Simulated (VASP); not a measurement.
The system is MnSn3.

```xyz
4
Lattice="4.5143 0.0000 0.0000 0.0000 4.5143 0.0000 0.0000 0.0000 4.5143" Properties=species:S:1:pos:R:3 pbc="T T T"
Sn    0.0000    2.2571    2.2571
Sn    2.2571    0.0000    2.2571
Sn    2.2571    2.2571    0.0000
Mn    0.0000    0.0000    0.0000
```

Base run:

* Program: VASP 6.6.1
* Functional: PBEsol
* Potentials or basis: VASP PAW PBE potentials, release 64 (Sn_d, Mn_pv)
* Cutoff: 520 eV
* k mesh: 10 × 10 × 10
* Occupations: gaussian, width 0.1 eV
* Spin: no spin polarisation

Its results: band gap on the k mesh zero (an odd number of electrons rules out a gap without spin polarisation); pressure -6.6 GPa.

The run is repeated on the same cell with these changes: functional from PBEsol to r2SCAN; further incar settings from ALGO = Fast; EDIFF = 1e-06; NBANDS = 36 to ALGO = Normal; EDIFF = 1e-06; NBANDS = 36. What comes out?

Band gap on the k mesh zero (an odd number of electrons rules out a gap without spin polarisation); pressure -5.1 GPa.

Caveats: the cell stands under tension; the PAW data sets were made with another functional, which shifts forces and pressure a little; spin-orbit coupling is left out, which moves the levels of the heavy elements; the run has no spin polarisation, though such a crystal can be magnetic.
